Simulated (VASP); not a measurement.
Input of a VASP 6.6.1 run:

INCAR

```
SYSTEM = LuPd
PREC = Accurate ; ENCUT = 520
EDIFF = 1E-6 ; ISMEAR = 1
SIGMA = 0.05 ; LREAL = .FALSE.
LASPH = .TRUE. ; NELM = 60
ALGO = Normal ; ISIF = 2
LWAVE = .FALSE. ; LCHARG = .FALSE.
LDIPOL = .TRUE. ; IDIPOL = 3
DIPOL = 0.5 0.5 0.494 ; GGA = CA
NBANDS = 80
```

File KPOINTS:

```
Automatic mesh
0
G
  4 4 1
  0 0 0
```

POSCAR

```
LuPd
1.0
    4.8295393155      0.0000000000      0.0000000000
    2.4147696578      4.1825037358      0.0000000000
    0.0000000000      0.0000000000     18.9007790925
Lu Pd
4 4
Direct
    0.0000000000      0.0000000000      0.3174472317
    0.6666666667      0.6666666667      0.4217630993
    0.3333333333      0.3333333333      0.5177809126
    0.0000000000      1.0000000000      0.6269043198
    0.3333333333      0.3333333333      0.3696051655
    0.0000000000      1.0000000000      0.4739210331
    0.6666666667      0.6666666667      0.5688310900
    0.3333333333      0.3333333333      0.6525021878
```

Potentials or basis: VASP PAW PBE potentials, release 64 (Lu, Pd).

Run with:

```console
$ cat potpaw_PBE.64/Lu/POTCAR potpaw_PBE.64/Pd/POTCAR > POTCAR
$ mpirun -np 1 vasp_std > vasp.out
```

Q: Estimate the band gap on the k mesh.

A: Zero (band 70 reaches 0.51 eV, above the bottom of band 71 at 0.24 eV).

Q: What does it give for the largest force?

A: 0.715 eV/Å.

Forces on the atoms (eV/Å):
```
Lu   0.000  0.000  0.715
Lu   0.000  0.000 -0.230
Lu   0.000  0.000 -0.043
Lu   0.000  0.000  0.030
Pd   0.000  0.000 -0.214
Pd   0.000  0.000 -0.372
Pd   0.000  0.000  0.025
Pd   0.000  0.000  0.089
```

Caveat: the k points lie up to 0.38 Å⁻¹ apart; the PAW data sets were made with another functional, which shifts forces and pressure a little; spin-orbit coupling is left out, which moves the levels of the heavy elements.
